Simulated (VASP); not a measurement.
# Sn (Fd-3m) in VASP: a series of runs

The runs below take Sn through single point, relaxation of cell and atoms, with PBEsol.

Program: VASP 6.6.1. These are calculated values, not measurements. Logs are shortened: lines on timing, memory, paths and dates and some standing lists are left out, and cuts for length are marked.

## 1. The cell of the first run

Symmetry: Fd-3m, No. 227, cubic system. The conventional cell has a = 6.550 Å, b = 6.550 Å, c = 6.550 Å, α = 90.00°, β = 90.00°, γ = 90.00°. Within 3.7 Å of Sn (site symmetry -43m) lie 4 Sn at 2.84 Å.

## 2. Single point, PBEsol

INCAR

```
SYSTEM = Sn
  PREC = Accurate
  ENCUT = 500
  EDIFF = 1E-6
  ISMEAR = 1
  SIGMA = 0.02
  LREAL = .FALSE.
  LASPH = .TRUE.
  NELM = 120
  ALGO = Normal
  ISIF = 2
  LWAVE = .FALSE.
  LCHARG = .FALSE.
  GGA = PS
  NBANDS = 21
  GGA_COMPAT = .FALSE.
```

KPOINTS

```
regular mesh
0
G
  5 5 5
  0 0 0
```

POSCAR

```
Sn
1.0
    4.6317181452      0.0000000000      0.0000000000
    2.3158590726      4.0111855769      0.0000000000
    2.3158590726      1.3370618590      3.7817820293
Sn
2
Direct
    0.0000000000      0.0000000000      0.0000000000
    0.2500000000      0.2500000000      0.2500000000
```

Potentials or basis: VASP PAW PBE potentials, release 64 (Sn_d).

Command:

```console
$ cat potpaw_PBE.64/Sn_d/POTCAR > POTCAR
$ mpirun -np 1 vasp_std > vasp.out
```

OUTCAR:

```text
SYSTEM = Sn
   PREC = Accurate
   ENCUT = 500
   EDIFF = 1E-6
   ISMEAR = 1
   LREAL = .FALSE.
   LASPH = .TRUE.
   NELM = 120
   ISIF = 2
   GGA = PS

 ion  position               nearest neighbor table
   1  0.000  0.000  0.000-   2 2.84   2 2.84   2 2.84   2 2.84
   2  0.250  0.250  0.250-   1 2.84   1 2.84   1 2.84   1 2.84

  LATTYP: Found a face centered cubic cell.
 ALAT       =     6.5502386180

  Lattice vectors:

 A1 = (   4.6317181452,   0.0000000000,   0.0000000000)
 A2 = (   2.3158590726,   4.0111855769,   0.0000000000)
 A3 = (   2.3158590726,   1.3370618590,   3.7817820293)

Analysis of symmetry for initial positions (statically):
=====================================================================
 Subroutine PRICEL returns:
 Original cell was already a primitive cell.

 Routine SETGRP: Setting up the symmetry group for a
 face centered cubic supercell.

 Subroutine GETGRP returns: Found 48 space group operations
 (whereof 24 operations were pure point group operations)
 out of a pool of 48 trial point group operations.

The static configuration has the point symmetry T_d .
 The point group associated with its full space group is O_h .

Analysis of symmetry for dynamics (positions and initial velocities):
=====================================================================
 Subroutine PRICEL returns:
 Original cell was already a primitive cell.

 Routine SETGRP: Setting up the symmetry group for a
 face centered cubic supercell.

 Subroutine GETGRP returns: Found 48 space group operations
 (whereof 24 operations were pure point group operations)
 out of a pool of 48 trial point group operations.

The dynamic configuration has the point symmetry T_d .
 The point group associated with its full space group is O_h .

 Subroutine INISYM returns: Found 48 space group operations
 (whereof 24 operations are pure point group operations),
 and found     1 'primitive' translations

----------------------------------------------------------------------------------------

                                     Primitive cell

  volume of cell :      70.2605

  direct lattice vectors                    reciprocal lattice vectors
     4.631718145  0.000000000  0.000000000     0.215902602 -0.124651425 -0.088141868
     2.315859073  4.011185577  0.000000000     0.000000000  0.249302851 -0.088141868
     2.315859073  1.337061859  3.781782029     0.000000000  0.000000000  0.264425605

  length of vectors
     4.631718145  4.631718145  4.631718145     0.264425605  0.264425605  0.264425605

  position of ions in fractional coordinates (direct lattice)
     0.000000000  0.000000000  0.000000000
     0.250000000  0.250000000  0.250000000

  ion indices of the primitive-cell ions
   primitive index   ion index
                 1           1
                 2           2

----------------------------------------------------------------------------------------

 KPOINTS: regular mesh

Automatic generation of k-mesh.
 Grid dimensions read from file:
 generate k-points for:    5    5    5

 Generating k-lattice:

  Cartesian coordinates                     Fractional coordinates (reciprocal lattice)
     0.043180520 -0.024930285 -0.017628374     0.200000000  0.000000000  0.000000000
     0.000000000  0.049860570 -0.017628374     0.000000000  0.200000000 -0.000000000
     0.000000000  0.000000000  0.052885121     0.000000000  0.000000000  0.200000000

  Length of vectors
     0.052885121  0.052885121  0.052885121

  Shift w.r.t. Gamma in fractional coordinates (k-lattice)
     0.000000000  0.000000000  0.000000000

 Subroutine IBZKPT returns following result:
 ===========================================

 Found     10 irreducible k-points:

 Following reciprocal coordinates:
            Coordinates               Weight
  0.000000  0.000000  0.000000      1.000000
  0.200000 -0.000000 -0.000000      8.000000
  0.400000  0.000000  0.000000      8.000000
  0.200000  0.200000  0.000000      6.000000
  0.400000  0.200000  0.000000     24.000000
 -0.400000  0.200000 -0.000000     24.000000
 -0.200000  0.200000  0.000000     12.000000
  0.400000  0.400000  0.000000      6.000000
 -0.400000  0.400000 -0.000000     12.000000
 -0.400000  0.400000  0.200000     24.000000
   k-points           NKPTS =     10   k-points in BZ     NKDIM =     10   number of bands    NBANDS=     21
   number of dos      NEDOS =    301   number of ions     NIONS =      2
   total plane-waves  NPLWV =  46656
   dimension x,y,z NGX =    36 NGY =   36 NGZ =   36
   dimension x,y,z NGXF=    72 NGYF=   72 NGZF=   72
   ions per type =               2
   NGX,Y,Z   is equivalent  to a cutoff of  12.92, 12.92, 12.92 a.u.
   NGXF,Y,Z  is equivalent  to a cutoff of  25.84, 25.84, 25.84 a.u.
 SYSTEM =  Sn
   PREC   = accura    normal or accurate (medium, high low for compatibility)
   ISTART =      0    job   : 0-new  1-cont  2-samecut
   ICHARG =      2    charge: 1-file 2-atom 10-const
   ISPIN  =      1    spin polarized calculation?
   LNONCOLLINEAR =      F non collinear calculations
   LSORBIT =      F    spin-orbit coupling
   LASPH  =      T    aspherical Exc in radial PAW
   ENCUT  =  500.0 eV  36.75 Ry    6.06 a.u.   8.44  8.44  8.44*2*pi/ulx,y,z
   NELM   =    120;   NELMIN=  2; NELMDL= -5     # of ELM steps
   EDIFF  = 0.1E-05   stopping-criterion for ELM
   LREAL  =      F    real-space projection
   EDIFFG = 0.1E-04   stopping-criterion for IOM
   NSW    =      0    number of steps for IOM
   IBRION =     -1    ionic relax: 0-MD 1-quasi-New 2-CG
   NFREE  =      0    steps in history (QN), initial steepest desc. (CG)
   ISIF   =      2    stress and relaxation
   ISYM   =      2    0-nonsym 1-usesym 2-fastsym
   POTIM  = 0.5000    time-step for ionic-motion
   TEBEG  =    0.0;   TEEND  =   0.0 temperature during run
   PSTRESS=    0.0 pullay stress
   NELECT =      28.0000    total number of electrons
   NUPDOWN=      -1.0000    fix difference up-down
   EMIN   =  10.00;   EMAX   =-10.00  energy-range for DOS
   EFERMI =   0.00;   METHOD = LEGACY
   ISMEAR =     1;   SIGMA  =   0.02  broadening in eV -4-tet -1-fermi 0-gaus
   EFERMI_NEDOS =   21; number of points for ismear=-14 and -15
   IALGO  =     38    algorithm
   IMIX   =      4    mixing-type and parameters
     AMIX     =   0.40;   BMIX     =  1.00
     AMIX_MAG =   1.60;   BMIX_MAG =  1.00
  volume/ion in A,a.u.               =      35.13       237.07
  Fermi-wavevector in a.u.,A,eV,Ry     =   1.204732  2.276613 19.747207  1.451379
  Thomas-Fermi vector in A             =   2.340448
   LORBIT       =      0    0 simple, 1 ext, 2 COOP (PROOUT), +10 PAW based schemes
   GGA     = PS    functional components
   LHFCALC =     F    Hartree Fock is set to
   AEXX    =    0.0000 exact exchange contribution
   IVDW    =     0    specifies the selected vdW correction
   LEPSILON=     F    determine dielectric tensor
   LRPA    =     F    only Hartree local field effects (RPA)
 non-spin polarized calculation
 Methfessel and Paxton  Order N= 1 SIGMA  =   0.02
  energy-cutoff  :      500.00
  volume of cell :       70.26
 maximum number of plane-waves:      1807
 NGX is ok and might be reduce to    36
   NGX = 17   NGY = 17   NGZ = 17

 number of electron      27.9999985 magnetization

 Free energy of the ion-electron system (eV)
  ---------------------------------------------------
  ext. energy  EPLUGINS =         0.00000000
  ---------------------------------------------------
  free energy    TOTEN  =        -8.38564444 eV

  energy without entropy =       -8.38538037  energy(sigma->0) =       -8.38555641

 E-fermi :   5.1518     XC(G=0):  -8.9339

 val. band max:        4.7472130058   @ k =   0.2000  -0.0000  -0.0000
 cond. band min:       5.1580299495   @ k =   0.4000   0.0000   0.0000
 fundamental gap:      0.4108169437
 Fermi energy:         5.1517990900

 k-point     1 :       0.0000    0.0000    0.0000
  band No.  band energies     occupation
      1     -16.3273      2.00000
      2     -16.3273      2.00000
      3     -16.3273      2.00000
      4     -16.2711      2.00000
      5     -16.2711      2.00000
      6     -15.9814      2.00000
[... 13 lines left out ...]
     20      13.1073      0.00000
     21      13.1073      0.00000

 k-point     2 :       0.2000   -0.0000   -0.0000
  band No.  band energies     occupation
      1     -16.3462      2.00000
      2     -16.3462      2.00000
      3     -16.3188      2.00000
      4     -16.2429      2.00000
      5     -16.2429      2.00000
      6     -16.0164      2.00000
[... 13 lines left out ...]
     20      11.9881      0.00000
     21      11.9881      0.00000

 k-point     3 :       0.4000    0.0000    0.0000
  band No.  band energies     occupation
      1     -16.3598      2.00000
      2     -16.3598      2.00000
      3     -16.3043      2.00000
      4     -16.2173      2.00000
      5     -16.2173      2.00000
      6     -16.0371      2.00000
[... 13 lines left out ...]
     20      13.0744      0.00000
     21      13.0744      0.00000

 k-point     4 :       0.2000    0.2000    0.0000
  band No.  band energies     occupation
      1     -16.3457      2.00000
      2     -16.3457      2.00000
      3     -16.3342      2.00000
      4     -16.2422      2.00000
      5     -16.2080      2.00000
      6     -16.0727      2.00000
[... 13 lines left out ...]
     20      12.1569      0.00000
     21      13.5479      0.00000

 k-point     5 :       0.4000    0.2000    0.0000
  band No.  band energies     occupation
      1     -16.3761      2.00000
      2     -16.3619      2.00000
      3     -16.2960      2.00000
      4     -16.2076      2.00000
      5     -16.1715      2.00000
      6     -16.1090      2.00000
[... 13 lines left out ...]
     20      13.2325      0.00000
     21      14.0698      0.00000

 k-point     6 :      -0.4000    0.2000   -0.0000
  band No.  band energies     occupation
      1     -16.3877      2.00000
      2     -16.3708      2.00000
      3     -16.2634      2.00000
      4     -16.1911      2.00000
      5     -16.1805      2.00000
      6     -16.0795      2.00000
[... 13 lines left out ...]
     20      12.7572      0.00000
     21      13.4835      0.00000

 k-point     7 :      -0.2000    0.2000    0.0000
  band No.  band energies     occupation
      1     -16.3672      2.00000
      2     -16.3656      2.00000
      3     -16.2896      2.00000
      4     -16.2278      2.00000
      5     -16.1993      2.00000
      6     -16.0616      2.00000
[... 13 lines left out ...]
     20      12.8310      0.00000
     21      13.3495      0.00000

 k-point     8 :       0.4000    0.4000    0.0000
  band No.  band energies     occupation
      1     -16.3715      2.00000
      2     -16.3715      2.00000
      3     -16.2918      2.00000
      4     -16.1934      2.00000
      5     -16.1672      2.00000
      6     -16.0980      2.00000
[... 13 lines left out ...]
     20      14.8822      0.00000
     21      14.9548      0.00000

 k-point     9 :      -0.4000    0.4000   -0.0000
  band No.  band energies     occupation
      1     -16.3925      2.00000
      2     -16.3759      2.00000
      3     -16.2469      2.00000
      4     -16.1926      2.00000
      5     -16.1313      2.00000
      6     -16.1147      2.00000
[... 13 lines left out ...]
     20      13.5958      0.00000
     21      15.5956      0.00000

 k-point    10 :      -0.4000    0.4000    0.2000
  band No.  band energies     occupation
      1     -16.3905      2.00000
      2     -16.3831      2.00000
      3     -16.2410      2.00000
      4     -16.1696      2.00000
      5     -16.1529      2.00000
      6     -16.1264      2.00000
[... 13 lines left out ...]
     20      13.5348      0.00000
     21      15.4517      0.00000

------------------------ aborting loop because EDIFF is reached ----------------------------------------

  FORCE on cell =-STRESS in cart. coord.  units (eV):
  Direction    XX          YY          ZZ          XY          YZ          ZX
  --------------------------------------------------------------------------------------
  -------------------------------------------------------------------------------------
  Total       -0.0254662     -0.0254662     -0.0254662     -0.0000000     -0.0000000      0.0000000
  in kB       -0.5807149     -0.5807149     -0.5807149     -0.0000000     -0.0000000      0.0000000
  external PRESSURE =      -0.5807149 kB  Pullay stress =       0.0000000 kB

 VOLUME and BASIS-vectors are now :
 -----------------------------------------------------------------------------
  energy-cutoff  :      500.00
  volume of cell :       70.26
      direct lattice vectors                 reciprocal lattice vectors
     4.631718145  0.000000000  0.000000000     0.215902602 -0.124651425 -0.088141868
     2.315859073  4.011185577  0.000000000     0.000000000  0.249302851 -0.088141868
     2.315859073  1.337061859  3.781782029     0.000000000  0.000000000  0.264425605

 POSITION                                       TOTAL-FORCE (eV/Angst)
 -----------------------------------------------------------------------------------
      0.00000      0.00000      0.00000        -0.000000      0.000000     -0.000000
      2.31586      1.33706      0.94545         0.000000     -0.000000      0.000000
 -----------------------------------------------------------------------------------
    total drift:                                0.000000      0.000000      0.000000

  FREE ENERGIE OF THE ION-ELECTRON SYSTEM (eV)
  ---------------------------------------------------
  free  energy   TOTEN  =        -8.3856444383 eV

  energy  without entropy=       -8.3853803652  energy(sigma->0) =       -8.38555641
```

It took 12 s on 1 thread of AMD EPYC 9R45 (Zen 5), shared host; peak memory 0.17 GiB.

Results:

```
Free energy            : -8.3856 eV
Pressure               : -0.1 GPa
Band gap on the k mesh : zero (band 14 reaches 5.30 eV, above the bottom of band 15 at 5.16 eV)
```

Levels at points of the mesh, in eV from the Fermi level:
```csv
k point,band 11,band 12,band 13,band 14,band 15,band 16,band 17,band 18
"(0.00, 0.00, 0.00)",-10.39,-0.82,0.15,0.15,0.15,2.20,2.20,2.20
```

Caveat: the PAW data sets were made with another functional, which shifts forces and pressure a little; spin-orbit coupling is left out, which moves the levels of the heavy elements.

## 3. Relaxation of cell and atoms, PBEsol

This run uses another cell than the first one, of 33.80 Å³/atom, 0.962 times its volume.

INCAR

```
PREC = Accurate ; ENCUT = 500
EDIFF = 1E-7 ; ISMEAR = 1
SIGMA = 0.02 ; LREAL = F
LASPH = T ; NELM = 120
ALGO = Normal ; ISIF = 3
LWAVE = F ; LCHARG = F
GGA = PS ; IBRION = 2
NSW = 80 ; EDIFFG = -0.02
GGA_COMPAT = F ; NELMIN = 4
```

KPOINTS

```
regular mesh
0
Gamma
  5 5 5
```

POSCAR

```
Sn
1.0
    4.5726370000      0.0000000000      0.0000000000
    2.2863185000      3.9600198043      0.0000000000
    2.2863185000      1.3200066014      3.7335424763
Sn
2
Direct
    0.0000000000      0.0000000000      0.0000000000
    0.2500000000      0.2500000000      0.2500000000
```

Potentials or basis: VASP PAW PBE potentials, release 64 (Sn_d).

Command:

```console
$ cat potpaw_PBE.64/Sn_d/POTCAR > POTCAR
$ mpirun -np 1 vasp_std > vasp.out
```

It took 28 s on 1 thread of AMD EPYC 9R45 (Zen 5), shared host; peak memory 0.17 GiB.

Results (log left out):

- Free energy: -8.3849 eV
- Relaxed volume: 35.09 Å³/atom
- Relaxed cell: a = 4.630 Å, b = 4.630 Å, c = 4.630 Å, α = 60.00°, β = 60.00°, γ = 60.00°
- Space group after relaxing (to 0.05 Å): Fd-3m (No. 227)
- Energy gained by relaxing: 6.6 meV/atom
- Ionic steps: 3
- Pressure after relaxing: 0.0 GPa
- Band gap on the k mesh: zero (band 14 reaches 5.31 eV, above the bottom of band 15 at 5.17 eV)

Step by step:
| step | energy change (eV) | largest force (eV/Å) | pressure (GPa) | volume (Å³) |
| --- | --- | --- | --- | --- |
| 1 | 0.0000 | 0.0000 | 1.71 | 67.61 |
| 2 | -0.0114 | 0.0000 | -0.57 | 71.20 |
| 3 | -0.0132 | 0.0000 | 0.00 | 70.18 |

Final structure:
```cif
data_structure
_symmetry_space_group_name_H-M 'P 1'
_symmetry_Int_Tables_number 1
_cell_length_a 4.6299
_cell_length_b 4.6299
_cell_length_c 4.6299
_cell_angle_alpha 60.000
_cell_angle_beta 60.000
_cell_angle_gamma 60.000
_cell_volume 70.18
loop_
_atom_site_label
_atom_site_type_symbol
_atom_site_fract_x
_atom_site_fract_y
_atom_site_fract_z
_atom_site_occupancy
Sn1 Sn 0.00000 0.00000 0.00000 1
Sn2 Sn 0.25000 0.25000 0.25000 1
```

Levels at points of the mesh, in eV from the Fermi level:
| k point | band 11 | band 12 | band 13 | band 14 | band 15 | band 16 | band 17 | band 18 |
| --- | --- | --- | --- | --- | --- | --- | --- | --- |
| (0.00, 0.00, 0.00) | -10.40 | -0.82 | 0.14 | 0.14 | 0.14 | 2.20 | 2.20 | 2.20 |

Caveat: the PAW data sets were made with another functional, which shifts forces and pressure a little; spin-orbit coupling is left out, which moves the levels of the heavy elements. Zero-point motion and thermal expansion aren't in these numbers.
